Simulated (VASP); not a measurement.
Be3ZnSe4, 8 atoms in the cell. Symmetry: I-42m, No. 121, tetragonal system. The conventional cell has a = 5.306 Å, b = 5.306 Å, c = 10.613 Å, α = 90.00°, β = 90.00°, γ = 90.00°. Within 3.0 Å of Be (site symmetry -4) lie 4 Se at 2.30 Å. Within 3.0 Å of Be (site symmetry -42m) lie 4 Se at 2.30 Å. Zn (site symmetry -42m) has 4 Se at 2.30 Å within 3.0 Å. Within 3.0 Å of Se (site symmetry m) lie 3 Be at 2.30 Å and 1 Zn at 2.30 Å. 

```yaml
Program: VASP 6.6.1
Task: relaxation of cell and atoms
Functional: PBE
Potentials_or_basis: VASP PAW PBE potentials, release 64 (Be, Zn, Se)
Cutoff: 600 eV
k_mesh: 4 × 4 × 4
Occupations: gaussian, width 0.1 eV
Spin: no spin polarisation
Dipole_correction: no
Further_INCAR_settings: ALGO = Normal; EDIFF = 1e-06; IBRION = 2; EDIFFG = -0.04; NSW = 90; ISIF = 3
```

Potentials or basis: VASP PAW PBE potentials, release 64 (Be, Zn, Se).

Launch:

```sh
$ cat potpaw_PBE.64/Be/POTCAR potpaw_PBE.64/Zn/POTCAR potpaw_PBE.64/Se/POTCAR > POTCAR
$ mpirun -np 1 vasp_std > vasp.out
```

Hardware: 1 thread of Intel(R) Xeon(R) 6975P-C (Granite Rapids), with other jobs on the host.

Task: How long does it take, and how much memory?

Result: Wall time 3.6 min on 1 thread of Intel(R) Xeon(R) 6975P-C (Granite Rapids), on a shared host, peak memory 0.45 GiB. Counts: scf iterations 51, k points 13, ion steps 6.
